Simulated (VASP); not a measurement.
Crystal: Sb.

```xyz
1
Lattice="0.0000 2.4101 2.4101 2.4101 0.0000 2.4101 2.4101 2.4101 0.0000" Properties=species:S:1:pos:R:3 pbc="T T T"
Sb    0.0000    0.0000    0.0000
```

This isn't the form of Sb at room conditions, which is rhombohedral.

* Program: VASP 6.6.1
* Task: relaxation of cell and atoms
* Functional: PBE
* Potentials or basis: VASP PAW PBE potentials, release 64 (Sb)
* Cutoff: 600 eV
* k mesh: 16 × 16 × 16
* Occupations: fermi-dirac, width 0.05 eV
* Spin: no spin polarisation

At the start: pressure -1.1 GPa; volume 28.00 Å³/atom.

**Question.** Where does the relaxation end?

**Answer.** Over 3 steps the energy falls by 2.1 meV/atom and the volume is 27.43 Å³/atom (-2.0 %); space group Fm-3m (No. 225, to 0.1 Å) before and after.

The path:
| step | energy change (eV) | largest force (eV/Å) | pressure (GPa) | volume (Å³) |
| --- | --- | --- | --- | --- |
| 1 | 0.0000 | 0.0000 | -1.14 | 28.00 |
| 2 | -0.0017 | 0.0000 | 0.51 | 27.20 |
| 3 | -0.0021 | 0.0000 | 0.01 | 27.43 |

Final structure:
```cif
data_structure
_symmetry_space_group_name_H-M 'P 1'
_symmetry_Int_Tables_number 1
_cell_length_a 3.3851
_cell_length_b 3.3851
_cell_length_c 3.3851
_cell_angle_alpha 60.000
_cell_angle_beta 60.000
_cell_angle_gamma 60.000
_cell_volume 27.43
loop_
_atom_site_label
_atom_site_type_symbol
_atom_site_fract_x
_atom_site_fract_y
_atom_site_fract_z
_atom_site_occupancy
Sb1 Sb 0.00000 0.00000 0.00000 1
```
